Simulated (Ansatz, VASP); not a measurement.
# One calculation of Hf7N, two programs

```xyz
8
Lattice="3.2027 0.0000 0.0000 -1.6014 2.7736 0.0000 0.0000 0.0000 18.0495" Properties=species:S:1:pos:R:3 pbc="T T T"
Hf    0.0000    1.8491    1.2968
Hf    1.6014    0.9245   16.7527
Hf    1.6014    0.9245    3.9045
Hf    0.0000    1.8491    6.4630
Hf    0.0000    1.8491   14.1449
Hf    1.6014    0.9245   11.5864
Hf    0.0000    0.0000    9.0247
N     0.0000    0.0000    0.0000
```

Alike in both runs: task single point; functional PBE; k mesh 12 × 12 × 2; occupations gaussian, width 0.1 eV; no spin polarisation.

|  | VASP | Ansatz |
| --- | --- | --- |
| version | VASP 6.6.1 | Ansatz 0.2.0 |
| potentials or method | VASP PAW PBE potentials, release 64 (Hf_pv, N), cutoff 520 eV | scalar-relativistic, plane waves, PAW |
| valence electrons in the cell | 75 | 187 |

|  | VASP | Ansatz | Ansatz less VASP |
| --- | --- | --- | --- |
| gap on the k mesh at the Fermi level (eV) | none | none | - |
| pressure (GPa) | -0.7 | 0.0 | +0.66 |
| rms of the force components (eV/Å) | 0.026 | 0.000 | -0.0258 |

Atom by atom the forces differ by 0.026 eV/Å (rms over components). A gap of «none» marks a metal or a gap that the smearing closes. VASP's potentials hold 75 valence electrons a cell and Ansatz's 187, so a difference there can come from the potentials and not from the codes.

Spin-orbit coupling is off throughout.
